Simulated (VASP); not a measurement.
Here is a VASP 6.6.1 calculation.

Contents of INCAR:

```
SYSTEM = HfO2
ALGO = Normal
EDIFF = 1E-6
ENCUT = 520
GGA = PE
ISIF = 2
ISMEAR = 0
LASPH = .TRUE.
LCHARG = .FALSE.
LREAL = .FALSE.
LWAVE = .FALSE.
NBANDS = 18
NELM = 60
PREC = Accurate
SIGMA = 0.05
```

Contents of KPOINTS:

```
k-points
0
G
  8 8 8
  0 0 0
```

Contents of POSCAR:

```
HfO2
1.0
    0.0000000000      2.4213654731      2.4213654731
    2.4213654731      0.0000000000      2.4213654731
    2.4213654731      2.4213654731      0.0000000000
Hf O
1 2
Direct
    0.0000000000      0.0000000000      0.0000000000
    0.2500000000      0.2500000000      0.2500000000
    0.7500000000      0.7500000000      0.7500000000
```

Potentials or basis: VASP PAW PBE potentials, release 64 (Hf_pv, O).

Launch:

```sh
$ cat potpaw_PBE.64/Hf_pv/POTCAR potpaw_PBE.64/O/POTCAR > POTCAR
$ mpirun -np 1 vasp_std > vasp.out
```

Problem. Estimate the pressure.

Solution. 47.2 GPa.

Problem. Predict the band gap on the k mesh.

Solution. 4.17 eV, direct.

Caveat: the cell differs from its parent crystal (strain -0.050 along x and y, -0.050 along z); spin-orbit coupling is left out, which moves the levels of the heavy elements. A k mesh can miss the band edges.
